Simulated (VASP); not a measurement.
# GaN (Cm) in VASP: a series of runs

GaN is run at these levels: PBE; tasks: single point.

Everything below comes from runs of VASP 6.6.1. Logs are shortened: lines on timing, memory, paths and dates and some standing lists are left out, and cuts for length are marked.

### 1 The cell of the first run

It takes space group Cm (No. 8, monoclinic). The conventional cell has a = 5.574 Å, b = 3.218 Å, c = 5.243 Å, α = 90.00°, β = 90.00°, γ = 90.00°. Ga (site symmetry m) has 4 N at 1.96 to 1.97 Å within 2.6 Å. Ga (site symmetry m) has 4 N at 1.95 to 2.03 Å within 2.6 Å. N (site symmetry m) has 4 Ga at 1.95 to 2.03 Å within 2.6 Å. N (site symmetry m) has 4 Ga at 1.97 to 1.98 Å within 2.6 Å.

### 2 Single point, PBE (atom 3 (N) moved -0.060 Å towards its neighbour atom 2 (Ga) at 1.967 Å)

Contents of INCAR:

```
SYSTEM = GaN
  PREC = Accurate
  ENCUT = 520
  EDIFF = 1E-6
  ISMEAR = 0
  SIGMA = 0.05
  LREAL = .FALSE.
  LASPH = .TRUE.
  NELM = 100
  ALGO = Normal
  ISIF = 2
  LWAVE = .FALSE.
  LCHARG = .TRUE.
  GGA = PE
  LELF = .TRUE.
  LVHAR = .TRUE.
  NBANDS = 26
```

Contents of KPOINTS:

```
regular mesh
0
G
  12 12 6
  0 0 0
```

Contents of POSCAR:

```
GaN
1.0
    3.2184289164      0.0000000000      0.0000000000
   -1.6092144582      2.7872412019      0.0000000000
    0.0000000000      0.0000000000      5.2430304702
Ga N
2 2
Direct
    0.3333333333      0.6666666667      0.9991316875
    0.6666666667      0.3333333333      0.4991316875
    0.3536653434      0.6768326717      0.3721090242
    0.6666666667      0.3333333333      0.8758683125
```

Potentials or basis: VASP PAW PBE potentials, release 64 (Ga_d, N).

Started as:

```bash
$ cat potpaw_PBE.64/Ga_d/POTCAR potpaw_PBE.64/N/POTCAR > POTCAR
$ mpirun -np 1 vasp_std > vasp.out
```

OUTCAR:

```text
SYSTEM = GaN
   PREC = Accurate
   ENCUT = 520
   EDIFF = 1E-6
   ISMEAR = 0
   LREAL = .FALSE.
   LASPH = .TRUE.
   NELM = 100
   ISIF = 2
   GGA = PE

 ion  position               nearest neighbor table
   1  0.333  0.667  0.999-   3 1.96   4 1.97   4 1.97   4 1.97
   2  0.667  0.333  0.499-   3 1.95   3 1.95   4 1.98   3 2.03
   3  0.354  0.677  0.372-   2 1.95   2 1.95   1 1.96   2 2.03
   4  0.667  0.333  0.876-   1 1.97   1 1.97   1 1.97   2 1.98

  LATTYP: Found a hexagonal cell.
 ALAT       =     3.2184289164
 C/A-ratio  =     1.6290651763

  Lattice vectors:

 A1 = (   3.2184289164,   0.0000000000,   0.0000000000)
 A2 = (  -1.6092144582,   2.7872412019,   0.0000000000)
 A3 = (   0.0000000000,   0.0000000000,   5.2430304702)

Analysis of symmetry for initial positions (statically):
=====================================================================
 Subroutine PRICEL returns:
 Original cell was already a primitive cell.

 Routine SETGRP: Setting up the symmetry group for a
 hexagonal supercell.

 Subroutine GETGRP returns: Found  2 space group operations
 (whereof  2 operations were pure point group operations)
 out of a pool of 24 trial point group operations.

The static configuration has the point symmetry C_1h.

Analysis of symmetry for dynamics (positions and initial velocities):
=====================================================================
 Subroutine PRICEL returns:
 Original cell was already a primitive cell.

 Routine SETGRP: Setting up the symmetry group for a
 hexagonal supercell.

 Subroutine GETGRP returns: Found  2 space group operations
 (whereof  2 operations were pure point group operations)
 out of a pool of 24 trial point group operations.

The dynamic configuration has the point symmetry C_1h.

 Subroutine INISYM returns: Found  2 space group operations
 (whereof  2 operations are pure point group operations),
 and found     1 'primitive' translations

----------------------------------------------------------------------------------------

                                     Primitive cell

  volume of cell :      47.0328

  direct lattice vectors                    reciprocal lattice vectors
     3.218428916  0.000000000  0.000000000     0.310710606  0.179388852  0.000000000
    -1.609214458  2.787241202  0.000000000     0.000000000  0.358777704  0.000000000
     0.000000000  0.000000000  5.243030470     0.000000000  0.000000000  0.190729389

  length of vectors
     3.218428916  3.218428916  5.243030470     0.358777704  0.358777704  0.190729389

  position of ions in fractional coordinates (direct lattice)
     0.333333333  0.666666667  0.999131687
     0.666666667  0.333333333  0.499131687
     0.353665343  0.676832672  0.372109024
     0.666666667  0.333333333  0.875868313

  ion indices of the primitive-cell ions
   primitive index   ion index
                 1           1
                 2           2
                 3           3
                 4           4

----------------------------------------------------------------------------------------

 KPOINTS: regular mesh

Automatic generation of k-mesh.
 Grid dimensions read from file:
 generate k-points for:   12   12    6

 Generating k-lattice:

  Cartesian coordinates                     Fractional coordinates (reciprocal lattice)
     0.025892551  0.014949071  0.000000000     0.083333333 -0.000000000  0.000000000
     0.000000000  0.029898142  0.000000000     0.000000000  0.083333333  0.000000000
     0.000000000  0.000000000  0.031788232     0.000000000  0.000000000  0.166666667

  Length of vectors
     0.029898142  0.029898142  0.031788232

  Shift w.r.t. Gamma in fractional coordinates (k-lattice)
     0.000000000  0.000000000  0.000000000

 Subroutine IBZKPT returns following result:
 ===========================================

 Found    242 irreducible k-points:

 Following reciprocal coordinates:
            Coordinates               Weight
  0.000000  0.000000  0.000000      1.000000
  0.083333  0.000000  0.000000      2.000000
  0.000000  0.083333  0.000000      4.000000
  0.166667  0.000000  0.000000      2.000000
  0.000000  0.166667  0.000000      4.000000
  0.250000  0.000000  0.000000      2.000000
[... 16 lines left out ...]
 -0.083333  0.416667  0.000000      4.000000
 -0.416667  0.333333  0.000000      4.000000
 [... further k-points ...]
   k-points           NKPTS =    242   k-points in BZ     NKDIM =    242   number of bands    NBANDS=     26
   number of dos      NEDOS =    301   number of ions     NIONS =      4
   total plane-waves  NPLWV =  23040
   dimension x,y,z NGX =    24 NGY =   24 NGZ =   40
   dimension x,y,z NGXF=    48 NGYF=   48 NGZF=   80
   ions per type =               2   2
   NGX,Y,Z   is equivalent  to a cutoff of  12.40, 12.40, 12.68 a.u.
   NGXF,Y,Z  is equivalent  to a cutoff of  24.79, 24.79, 25.37 a.u.
 SYSTEM =  GaN
   PREC   = accura    normal or accurate (medium, high low for compatibility)
   ISTART =      0    job   : 0-new  1-cont  2-samecut
   ICHARG =      2    charge: 1-file 2-atom 10-const
   ISPIN  =      1    spin polarized calculation?
   LNONCOLLINEAR =      F non collinear calculations
   LSORBIT =      F    spin-orbit coupling
   LASPH  =      T    aspherical Exc in radial PAW
   ENCUT  =  520.0 eV  38.22 Ry    6.18 a.u.   5.98  5.98  9.75*2*pi/ulx,y,z
   NELM   =    100;   NELMIN=  2; NELMDL= -5     # of ELM steps
   EDIFF  = 0.1E-05   stopping-criterion for ELM
   LREAL  =      F    real-space projection
   EDIFFG = 0.1E-04   stopping-criterion for IOM
   NSW    =      0    number of steps for IOM
   IBRION =     -1    ionic relax: 0-MD 1-quasi-New 2-CG
   NFREE  =      0    steps in history (QN), initial steepest desc. (CG)
   ISIF   =      2    stress and relaxation
   ISYM   =      2    0-nonsym 1-usesym 2-fastsym
   POTIM  = 0.5000    time-step for ionic-motion
   TEBEG  =    0.0;   TEEND  =   0.0 temperature during run
   PSTRESS=    0.0 pullay stress
   NELECT =      36.0000    total number of electrons
   NUPDOWN=      -1.0000    fix difference up-down
   EMIN   =  10.00;   EMAX   =-10.00  energy-range for DOS
   EFERMI =   0.00;   METHOD = LEGACY
   ISMEAR =     0;   SIGMA  =   0.05  broadening in eV -4-tet -1-fermi 0-gaus
   EFERMI_NEDOS =   21; number of points for ismear=-14 and -15
   IALGO  =     38    algorithm
   IMIX   =      4    mixing-type and parameters
     AMIX     =   0.40;   BMIX     =  1.00
     AMIX_MAG =   1.60;   BMIX_MAG =  1.00
  volume/ion in A,a.u.               =      11.76        79.35
  Fermi-wavevector in a.u.,A,eV,Ry     =   1.497529  2.829920 30.512351  2.242595
  Thomas-Fermi vector in A             =   2.609406
   LORBIT       =      0    0 simple, 1 ext, 2 COOP (PROOUT), +10 PAW based schemes
   GGA     = PE    functional components
   LHFCALC =     F    Hartree Fock is set to
   AEXX    =    0.0000 exact exchange contribution
   IVDW    =     0    specifies the selected vdW correction
   LEPSILON=     F    determine dielectric tensor
   LRPA    =     F    only Hartree local field effects (RPA)
 non-spin polarized calculation
 Gauss-broadening in eV      SIGMA  =   0.05
  energy-cutoff  :      520.00
  volume of cell :       47.03
 maximum number of plane-waves:      1290
   NGX = 11   NGY = 11   NGZ = 19

 number of electron      35.9999954 magnetization

 Free energy of the ion-electron system (eV)
  ---------------------------------------------------
  ext. energy  EPLUGINS =         0.00000000
  ---------------------------------------------------
  free energy    TOTEN  =       -24.30704178 eV

  energy without entropy =      -24.30704178  energy(sigma->0) =      -24.30704178

 E-fermi :   5.2774     XC(G=0): -11.5154

 val. band max:        5.0563671976   @ k =   0.0000   0.0000   0.0000
 cond. band min:       6.7202298954   @ k =   0.0000   0.0000   0.0000
 fundamental gap:      1.6638626978
 Fermi energy:         5.2774358301

 k-point     1 :       0.0000    0.0000    0.0000
  band No.  band energies     occupation
      1     -10.7317      2.00000
      2      -9.9035      2.00000
      3      -8.4188      2.00000
      4      -8.4084      2.00000
      5      -8.3908      2.00000
      6      -8.3442      2.00000
[... 18 lines left out ...]
     25      16.3113      0.00000
     26      16.7354      0.00000

 k-point     2 :       0.0833    0.0000    0.0000
  band No.  band energies     occupation
      1     -10.6685      2.00000
      2      -9.8884      2.00000
      3      -8.4117      2.00000
      4      -8.3996      2.00000
      5      -8.3705      2.00000
      6      -8.3321      2.00000
[... 18 lines left out ...]
     25      15.9649      0.00000
     26      16.8641      0.00000

 k-point     3 :       0.0000    0.0833    0.0000
  band No.  band energies     occupation
      1     -10.6673      2.00000
      2      -9.8881      2.00000
      3      -8.4119      2.00000
      4      -8.3930      2.00000
      5      -8.3745      2.00000
      6      -8.3358      2.00000
[... 18 lines left out ...]
     25      16.2184      0.00000
     26      16.6404      0.00000

 k-point     4 :       0.1667    0.0000    0.0000
  band No.  band energies     occupation
      1     -10.4978      2.00000
      2      -9.8515      2.00000
      3      -8.3912      2.00000
      4      -8.3781      2.00000
      5      -8.3249      2.00000
      6      -8.2992      2.00000
[... 18 lines left out ...]
     25      16.0772      0.00000
     26      17.1504      0.00000

 k-point     5 :       0.0000    0.1667    0.0000
  band No.  band energies     occupation
      1     -10.4929      2.00000
      2      -9.8504      2.00000
      3      -8.3877      2.00000
      4      -8.3668      2.00000
      5      -8.3265      2.00000
      6      -8.2973      2.00000
[... 18 lines left out ...]
     25      16.2649      0.00000
     26      16.9430      0.00000

 k-point     6 :       0.2500    0.0000    0.0000
  band No.  band energies     occupation
      1     -10.2768      2.00000
      2      -9.8115      2.00000
      3      -8.3691      2.00000
      4      -8.3564      2.00000
      5      -8.2875      2.00000
      6      -8.2551      2.00000
[... 427 lines left out ...]
 k-point    21 :      -0.3333    0.2500    0.0000
  band No.  band energies     occupation
      1     -10.1388      2.00000
      2      -9.7900      2.00000
      3      -8.3517      2.00000
      4      -8.3411      2.00000
      5      -8.2680      2.00000
      6      -8.2348      2.00000
[... 18 lines left out ...]
     25      15.8473      0.00000
     26      17.9966      0.00000

 k-point    22 :       0.3333    0.0833    0.0000
  band No.  band energies     occupation
      1      -9.9967      2.00000
      2      -9.7720      2.00000
      3      -8.3578      2.00000
      4      -8.3388      2.00000
      5      -8.2506      2.00000
      6      -8.2104      2.00000
[... 18 lines left out ...]
     25      16.4813      0.00000
     26      18.1204      0.00000

 k-point    23 :      -0.0833    0.4167    0.0000
  band No.  band energies     occupation
      1      -9.9814      2.00000
      2      -9.7705      2.00000
      3      -8.3513      2.00000
      4      -8.3295      2.00000
      5      -8.2425      2.00000
      6      -8.2021      2.00000
[... 18 lines left out ...]
     25      16.6199      0.00000
     26      17.9945      0.00000

 k-point    24 :      -0.4167    0.3333    0.0000
  band No.  band energies     occupation
      1      -9.9840      2.00000
      2      -9.7700      2.00000
      3      -8.3512      2.00000
      4      -8.3317      2.00000
      5      -8.2444      2.00000
      6      -8.2045      2.00000
[... 18 lines left out ...]
     25      16.4213      0.00000
     26      18.1876      0.00000

 [... further k-points ...]
[... 5 lines left out ...]
  --------------------------------------------------------------------------------------
  -------------------------------------------------------------------------------------
  Total       -0.2040185      0.2134955      0.2359655     -0.3615777      0.1130492      0.1958078
  in kB       -6.9499120      7.2727453      8.0381909    -12.3171825      3.8510317      6.6702145
  external PRESSURE =       2.7870080 kB  Pullay stress =       0.0000000 kB

 VOLUME and BASIS-vectors are now :
 -----------------------------------------------------------------------------
  energy-cutoff  :      520.00
  volume of cell :       47.03
      direct lattice vectors                 reciprocal lattice vectors
     3.218428916  0.000000000  0.000000000     0.310710606  0.179388852  0.000000000
    -1.609214458  2.787241202  0.000000000     0.000000000  0.358777704  0.000000000
     0.000000000  0.000000000  5.243030470     0.000000000  0.000000000  0.190729389

 POSITION                                       TOTAL-FORCE (eV/Angst)
 -----------------------------------------------------------------------------------
     -0.00000      1.85816      5.23848         0.047585      0.027473     -0.120648
      1.60921      0.92908      2.61696         0.444207      0.256463     -0.058357
      0.04908      1.88650      1.95098        -0.520223     -0.300351      0.290476
      1.60921      0.92908      4.59220         0.028431      0.016415     -0.111471
 -----------------------------------------------------------------------------------
    total drift:                               -0.000001     -0.000001     -0.001468

  FREE ENERGIE OF THE ION-ELECTRON SYSTEM (eV)
  ---------------------------------------------------
  free  energy   TOTEN  =       -24.3070417767 eV

  energy  without entropy=      -24.3070417767  energy(sigma->0) =      -24.30704178
```

Run time: 2 min. Hardware: 1 thread of Intel Xeon Platinum 8488C (Sapphire Rapids), shared host; peak memory 0.35 GiB.

What came out:

```yaml
Free_energy: -24.3070 eV
Pressure: 0.3 GPa
Largest_force: 0.667 eV/Å
Band_gap_on_the_k_mesh: 1.66 eV, direct
```

Forces on the atoms (eV/Å):
```
Ga   0.048  0.027 -0.121
Ga   0.444  0.256 -0.058
N   -0.520 -0.300  0.290
N    0.028  0.016 -0.111
```

Caveat: the cell differs from its parent crystal (atom 3 (N) moved -0.060 Å towards its neighbour atom 2 (Ga) at 1.967 Å).

### 3 Single point, PBE (atom 3 (N) moved -0.120 Å towards its neighbour atom 2 (Ga) at 1.967 Å)

Contents of INCAR:

```
SYSTEM = GaN
  PREC = Accurate
  ENCUT = 520
  EDIFF = 1E-6
  ISMEAR = 0
  SIGMA = 0.05
  LREAL = .False.
  LASPH = .True.
  NELM = 100
  ALGO = Normal
  ISIF = 2
  LWAVE = .False.
  LCHARG = .False.
  GGA = PE
  NBANDS = 26
```

Contents of KPOINTS:

```
Automatic mesh
0
Gamma
  12 12 6
  0 0 0
```

POSCAR: that of step 2 with these lines changed.

```diff
@@ -10,3 +10,3 @@
     0.6666666667      0.3333333333      0.4991316875
-    0.3536653434      0.6768326717      0.3721090242
+    0.3739973536      0.6869986768      0.3683497359
     0.6666666667      0.3333333333      0.8758683125
```

Potentials or basis: VASP PAW PBE potentials, release 64 (Ga_d, N).

Started as:

```bash
$ cat potpaw_PBE.64/Ga_d/POTCAR potpaw_PBE.64/N/POTCAR > POTCAR
$ mpirun -np 1 vasp_std > vasp.out
```

Wall time 3.1 min (1 thread of Intel Xeon 6975P-C, shared host); peak memory 0.35 GiB.

Results (log left out):

* Free energy: -24.2518 eV
* Pressure: 0.7 GPa
* Largest force: 1.162 eV/Å
* Band gap on the k mesh: 1.60 eV, direct

Forces in eV/Å, atoms in the order of the input:
```
Ga   0.086  0.050 -0.243
Ga   0.757  0.437 -0.062
N   -0.897 -0.518  0.527
N    0.054  0.031 -0.222
```

Stress tensor (GPa, compression positive):
```
-1.06 -2.22  1.16
-2.22  1.50  0.67
 1.16  0.67  1.56
```

Levels at points of the mesh, in eV from the valence-band top:
```csv
k point,band 15,band 16,band 17,band 18,band 19,band 20,band 21,band 22
"(0.00, 0.00, 0.00)",-0.94,-0.20,-0.13,0.00,1.60,4.01,8.82,9.63
"(0.50, 0.00, 0.00)",-4.34,-2.79,-2.03,-1.06,4.86,5.18,5.37,8.22
"(0.00, 0.50, 0.00)",-4.15,-2.68,-2.39,-0.97,4.88,5.30,6.06,8.23
"(0.00, 0.00, 0.50)",-0.83,-0.64,-0.61,-0.33,3.94,3.96,8.02,8.46
"(0.50, 0.00, 0.50)",-2.08,-2.04,-2.03,-1.96,4.26,4.36,7.26,7.35
"(0.00, 0.50, 0.50)",-2.10,-1.99,-1.89,-1.67,4.07,4.16,7.40,7.74
```

Caveat: the cell differs from its parent crystal (atom 3 (N) moved -0.120 Å towards its neighbour atom 2 (Ga) at 1.967 Å); forces of over 1 eV/Å act on the atoms, so gaps and moduli don't describe the material at rest.
